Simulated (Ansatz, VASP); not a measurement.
**Two plane-wave programs on Al**

```xyz
1
Lattice="0.0000 2.0645 2.0645 2.0645 0.0000 2.0645 2.0645 2.0645 0.0000" Properties=species:S:1:pos:R:3 pbc="T T T"
Al    0.0000    0.0000    0.0000
```

Alike in both runs: task single point; functional BHLYP; k mesh 6 × 6 × 6; occupations fermi-dirac, width 0.05 eV; no spin polarisation.

```csv
,VASP,Ansatz
version,VASP 6.6.1,Ansatz 0.2.0
potentials or method,"VASP PAW PBE potentials, release 64 (Al)",Ansatz PAW
plane-wave cutoff (eV),520,420
valence electrons in the cell,3,3
```

```tsv
	VASP	Ansatz	Ansatz less VASP
gap on the k mesh at the Fermi level (eV)	none	none	-
pressure (GPa)	-3.0	-3.3	-0.34
```

VASP's potentials were made for PBE, not for BHLYP. A gap of «none» marks a metal or a gap that the smearing closes.

The k mesh is coarse, so the values compare programs but aren't converged.
